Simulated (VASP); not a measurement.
The system is TiMoSe4.

```
Ti Mo Se
1.0
     0.00000    4.09450    4.09450
     4.09450    0.00000    4.09450
     4.09450    4.09450    0.00000
Ti Mo Se
1 1 4
Direct
  0.00000 0.00000 0.00000
  0.75000 0.75000 0.75000
  0.87283 0.37572 0.37572
  0.37572 0.37572 0.37572
  0.37572 0.87283 0.37572
  0.37572 0.37572 0.87283
```

The cell was built from a structure type or drawn by symmetry, and may not be a known phase.

```yaml
Program: VASP 6.6.1
Task: relaxation of cell and atoms
Functional: PBE
Potentials_or_basis: VASP PAW PBE potentials, release 64 (Ti_sv, Mo_sv, Se)
Cutoff: 600 eV
k_mesh: 3 × 3 × 3
Occupations: gaussian, width 0.15 eV
Spin: collinear spin
Starting_moments: "[1.0, 1.0, 0.0, 0.0, 0.0, 0.0] μB"
```

At the start: pressure -5.1 GPa; volume 22.88 Å³/atom.

Q: How do energy, volume and symmetry change on relaxing?

A: Over 5 steps the energy falls by 55.2 meV/atom and the volume is 19.65 Å³/atom (-14.1 %); space group F-43m (No. 216, to 0.1 Å) before and after; moment 1.03 μB per cell.

The path:
```csv
step,energy change (eV),largest force (eV/Å),pressure (GPa),volume (Å³)
1,0.0000,0.1154,-5.08,137.29
2,-0.3013,0.1278,-1.65,123.37
3,-0.3299,0.1395,0.02,118.26
4,-0.3298,0.1391,0.17,117.90
5,-0.3313,0.0413,0.15,117.88
```

Final structure:
```yaml
crystal:
  lattice:
    - [0.00000, 3.89162, 3.89162]
    - [3.89162, 0.00000, 3.89162]
    - [3.89162, 3.89162, 0.00000]
  atoms:
    - { symbol: Ti, position: [0.00000, 0.00000, 0.00000] }
    - { symbol: Mo, position: [0.75000, 0.75000, 0.75000] }
    - { symbol: Se, position: [0.87617, 0.37461, 0.37461] }
    - { symbol: Se, position: [0.37461, 0.37461, 0.37461] }
    - { symbol: Se, position: [0.37461, 0.87617, 0.37461] }
    - { symbol: Se, position: [0.37461, 0.37461, 0.87617] }
```

Caveat: the k points lie up to 0.47 Å⁻¹ apart in the final cell; the relaxation stopped at a loose force limit of 0.08 eV/Å, so its end isn't a converged minimum.
